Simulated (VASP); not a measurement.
# Ir (Fm-3m) in VASP: a series of runs, part 2 of 2

VASP 6.6.1. The steps go on from the part before.

**3. Relaxation of cell and atoms, PBEsol**

This run uses another cell than the first one, of 14.27 Å³/atom, 1.017 times its volume.

The input, INCAR:

```
SYSTEM = Ir
  ALGO = Fast
  EDIFF = 1E-7
  EDIFFG = -0.003
  ENCUT = 600
  GGA = PS
  IBRION = 2
  ISIF = 3
  ISMEAR = 0
  LASPH = .True.
  LCHARG = .False.
  LREAL = .False.
  LWAVE = .False.
  NELM = 60
  NSW = 80
  PREC = Accurate
  SIGMA = 0.1
```

The input, KPOINTS:

```
k-points
0
Gamma
  12 12 12
  0 0 0
```

The input, POSCAR:

```
Ir
1.0
    0.0000000000      1.9250000000      1.9250000000
    1.9250000000      0.0000000000      1.9250000000
    1.9250000000      1.9250000000      0.0000000000
Ir
1
Direct
    0.0000000000      0.0000000000      0.0000000000
```

Potentials or basis: VASP PAW PBE potentials, release 64 (Ir).

Launch:

```
cat potpaw_PBE.64/Ir/POTCAR > POTCAR
mpirun -np 1 vasp_std > vasp.out
```

OUTCAR:

```text
SYSTEM = Ir
   EDIFF = 1E-7
   EDIFFG = -0.003
   ENCUT = 600
   GGA = PS
   IBRION = 2
   ISIF = 3
   ISMEAR = 0
   LASPH = .True.
   LREAL = .False.
   NELM = 60
   NSW = 80
   PREC = Accurate

 ion  position               nearest neighbor table
   1  0.000  0.000  0.000-

  LATTYP: Found a face centered cubic cell.
 ALAT       =     3.8500000000

  Lattice vectors:

 A1 = (   0.0000000000,   1.9250000000,   1.9250000000)
 A2 = (   1.9250000000,   0.0000000000,   1.9250000000)
 A3 = (   1.9250000000,   1.9250000000,   0.0000000000)

Analysis of symmetry for initial positions (statically):
=====================================================================
 Subroutine PRICEL returns:
 Original cell was already a primitive cell.

 Routine SETGRP: Setting up the symmetry group for a
 face centered cubic supercell.

 Subroutine GETGRP returns: Found 48 space group operations
 (whereof 48 operations were pure point group operations)
 out of a pool of 48 trial point group operations.

The static configuration has the point symmetry O_h .

Analysis of symmetry for dynamics (positions and initial velocities):
=====================================================================
 Subroutine PRICEL returns:
 Original cell was already a primitive cell.

 Routine SETGRP: Setting up the symmetry group for a
 face centered cubic supercell.

 Subroutine GETGRP returns: Found 48 space group operations
 (whereof 48 operations were pure point group operations)
 out of a pool of 48 trial point group operations.

The dynamic configuration has the point symmetry O_h .

 Subroutine INISYM returns: Found 48 space group operations
 (whereof 48 operations are pure point group operations),
 and found     1 'primitive' translations

----------------------------------------------------------------------------------------
[... 126 lines left out ...]
  energy-cutoff  :      600.00
  volume of cell :       14.27
 maximum number of plane-waves:       531
 NGX is ok and might be reduce to    24
   NGX = 11   NGY = 11   NGZ = 11

--------------------------------------- Ionic step        1  -------------------------------------------

 number of electron       9.0000000 magnetization

 Free energy of the ion-electron system (eV)
  ---------------------------------------------------
  ext. energy  EPLUGINS =         0.00000000
  ---------------------------------------------------
  free energy    TOTEN  =        -9.83666767 eV

  energy without entropy =       -9.83388786  energy(sigma->0) =       -9.83527776

------------------------ aborting loop because EDIFF is reached ----------------------------------------

  FORCE on cell =-STRESS in cart. coord.  units (eV):
  Direction    XX          YY          ZZ          XY          YZ          ZX
  --------------------------------------------------------------------------------------
  -------------------------------------------------------------------------------------
  Total       -0.4610426     -0.4610426     -0.4610426      0.0000000     -0.0000000      0.0000000
  in kB      -51.7761119    -51.7761119    -51.7761119      0.0000000     -0.0000000      0.0000000
  external PRESSURE =     -51.7761119 kB  Pullay stress =       0.0000000 kB
[... 162 lines left out ...]
--------------------------------------- Ionic step        6  -------------------------------------------

 number of electron       9.0000000 magnetization

 Free energy of the ion-electron system (eV)
  ---------------------------------------------------
  ext. energy  EPLUGINS =         0.00000000
  ---------------------------------------------------
  free energy    TOTEN  =        -9.83988588 eV

  energy without entropy =       -9.83717527  energy(sigma->0) =       -9.83853057

 E-fermi :  10.3827     XC(G=0): -14.1336

 val. band max:       10.3733710256   @ k =  -0.2500   0.0833   0.0000
 cond. band min:      10.4653254872   @ k =   0.4167   0.4167   0.0000
 fundamental gap:      0.0919544616
 Fermi energy:        10.3827276526

 k-point     1 :       0.0000    0.0000    0.0000
  band No.  band energies     occupation
      1      -0.9094      2.00000
      2       6.4017      2.00000
      3       6.4017      2.00000
      4       6.4017      2.00000
      5       9.1368      2.00000
      6       9.1368      2.00000
      7      24.6511      0.00000
      8      30.2519      0.00000
[... 243 lines left out ...]
 k-point    24 :      -0.4167    0.1667    0.0000
  band No.  band energies     occupation
      1       3.0910      2.00000
      2       5.5289      2.00000
      3       7.1362      2.00000
      4       7.2960      2.00000
      5      10.7956      0.00000
      6      14.1159      0.00000
      7      17.5924      0.00000
      8      25.6552      0.00000

 [... further k-points ...]

------------------------ aborting loop because EDIFF is reached ----------------------------------------

  FORCE on cell =-STRESS in cart. coord.  units (eV):
  Direction    XX          YY          ZZ          XY          YZ          ZX
  --------------------------------------------------------------------------------------
  -------------------------------------------------------------------------------------
  Total        0.0015462      0.0015462      0.0015462      0.0000000      0.0000000      0.0000000
  in kB        0.1760438      0.1760438      0.1760438      0.0000000      0.0000000      0.0000000
  external PRESSURE =       0.1760438 kB  Pullay stress =       0.0000000 kB
[... 16 lines left out ...]
  FREE ENERGIE OF THE ION-ELECTRON SYSTEM (eV)
  ---------------------------------------------------
  free  energy   TOTEN  =        -9.8398858763 eV

  energy  without entropy=       -9.8371752675  energy(sigma->0) =       -9.83853057

 reached required accuracy - stopping structural energy minimisation
```

Run time: 84 s. Hardware: 1 thread of Intel Xeon 6975P-C, shared host; peak memory 0.16 GiB.

What came out:

```yaml
Free_energy: -9.8399 eV
Relaxed_volume: 14.07 Å³/atom
Relaxed_cell: a = 2.710 Å, b = 2.710 Å, c = 2.710 Å, α = 60.00°, β = 60.00°, γ = 60.00°
Space_group_after_relaxing_to_0.05_Å: Fm-3m (No. 225)
Energy_gained_by_relaxing: 3.2 meV/atom
Ionic_steps: 6
Pressure_after_relaxing: 0.0 GPa
```

Step by step:
```tsv
step	energy change (eV)	largest force (eV/Å)	pressure (GPa)	volume (Å³)
1	0.0000	0.0000	-5.18	14.27
2	0.0490	0.0000	24.03	13.34
3	-0.0032	0.0000	-0.18	14.08
4	-0.0032	0.0000	0.06	14.07
5	-0.0032	0.0000	-0.23	14.08
6	-0.0032	0.0000	0.02	14.07
```

Final structure:
```xyz
1
Lattice="0.0000 1.9162 1.9162 1.9162 0.0000 1.9162 1.9162 1.9162 0.0000" Properties=species:S:1:pos:R:3 pbc="T T T"
Ir    0.0000    0.0000    0.0000
```

Caveat: the PAW data sets were made with another functional, which shifts forces and pressure a little; spin-orbit coupling is left out, which moves the levels of the heavy elements.

**4. Single point, PBEsol**

The input, INCAR:

```
PREC     = Accurate       # precision mode
ENCUT    = 500            # plane-wave cutoff, eV
EDIFF    = 1E-6           # SCF threshold, eV
ISMEAR   = 0              # smearing method
SIGMA    = 0.1            # smearing width, eV
LREAL    = F              # projectors in reciprocal space
LASPH    = T              # aspherical terms in the spheres
NELM     = 120            # most SCF steps
ALGO     = Normal         # electronic algorithm
ISIF     = 2              # what is computed and relaxed
LWAVE    = F              # write WAVECAR
LCHARG   = F              # write CHGCAR
GGA      = PS             # functional
NBANDS   = 14             # bands
GGA_COMPAT= F
```

The input, KPOINTS:

```
regular mesh
0
Gamma
  12 12 12
```

The input, POSCAR:

```
Ir
1.0
    0.0000000000      1.9143877087      1.9143877087
    1.9143877087      0.0000000000      1.9143877087
    1.9143877087      1.9143877087      0.0000000000
Ir
1
Direct
    0.0000000000      0.0000000000      0.0000000000
```

Potentials or basis: VASP PAW PBE potentials, release 64 (Ir_sv_GW).

Launch:

```
cat potpaw_PBE.64/Ir_sv_GW/POTCAR > POTCAR
mpirun -np 1 vasp_std > vasp.out
```

It took 7.8 s on 1 thread of AMD EPYC 9R45 (Zen 5), shared host; peak memory 0.11 GiB.

The run converged. Its results:

* Free energy: -10.4153 eV
* Pressure: -3.3 GPa

Levels at points of the mesh, in eV from the Fermi level:
```
           k point  band 5  band 6  band 7  band 8  band 9  band 10  band 11  band 12
(0.00, 0.00, 0.00)  -11.30   -3.99   -3.99   -3.99   -1.25    -1.25    13.52    19.07
(0.50, 0.00, 0.00)   -8.26   -4.09   -4.09   -0.87    0.88     0.88     7.29    13.18
(0.50, 0.50, 0.00)   -8.08   -7.49    0.86    1.47    1.47     1.60    10.56    11.43
```

Caveat: the PAW data sets were made with another functional, which shifts forces and pressure a little; spin-orbit coupling is left out, which moves the levels of the heavy elements.

**5. Summary**

| task | potentials or basis | cell | cutoff (eV) | second run | gap on the mesh (eV) | pressure (GPa) |
| --- | --- | --- | --- | --- | --- | --- |
| single point | VASP PAW PBE potentials, release 64 (Ir) | a = 2.707 Å, angles 60.0°, 1 atom | 520 | - | none | 1.0 |
| relaxation of cell and atoms | VASP PAW PBE potentials, release 64 (Ir) | relaxed from a = 2.722 Å, angles 60.0°, 1 atom | 600 | - | none | 0.0 |
| single point | VASP PAW PBE potentials, release 64 (Ir_sv_GW) | a = 2.707 Å, angles 60.0°, 1 atom | 500 | valence_matched | none | -3.3 |

Alike in all rows: level PBEsol; no spin polarisation; k mesh 12 × 12 × 12; smearing gaussian 0.1 eV.

Caveats: the PAW data sets were made with another functional, which shifts forces and pressure a little; spin-orbit coupling is left out, which moves the levels of the heavy elements.

Absolute energies hang on the potentials; compare differences alone.
